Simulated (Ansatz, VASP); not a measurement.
**Two plane-wave programs on AlN**

```
Al N
1.0
     3.25082    0.10282    0.16523
     0.15003    4.77839   -0.02591
     0.13378   -2.41163    4.29375
Al N
3 3
Cartesian
  1.3197 1.6835 3.9249
  1.9924 1.4018 1.2536
  3.2477 3.6497 2.2137
  1.6391 4.3920 1.4909
  3.2050 1.1809 -0.1955
  0.5643 2.3336 0.3606
```

Alike in both runs: functional PBE; k mesh 6 × 6 × 6; occupations gaussian, width 0.1 eV; no spin polarisation.

Ansatz relaxed the structure, and its values are those at the end. VASP's run is a single point on that final structure, the one shown.

|  | VASP | Ansatz |
| --- | --- | --- |
| version | VASP 6.6.1 | Ansatz 0.2.0 |
| potentials or method | VASP PAW PBE potentials, release 64 (Al, N), cutoff 520 eV | scalar-relativistic, plane waves, PAW |
| valence electrons in the cell | 24 | 24 |

```tsv
	VASP	Ansatz	Ansatz less VASP
gap on the k mesh at the Fermi level (eV)	0.68	0.67	-0.002
least direct gap on the mesh (eV)	0.73	0.73	-0.002
pressure (GPa)	-0.2	0.0	+0.19
rms of the force components (eV/Å)	0.014	0.009	-0.0045
```
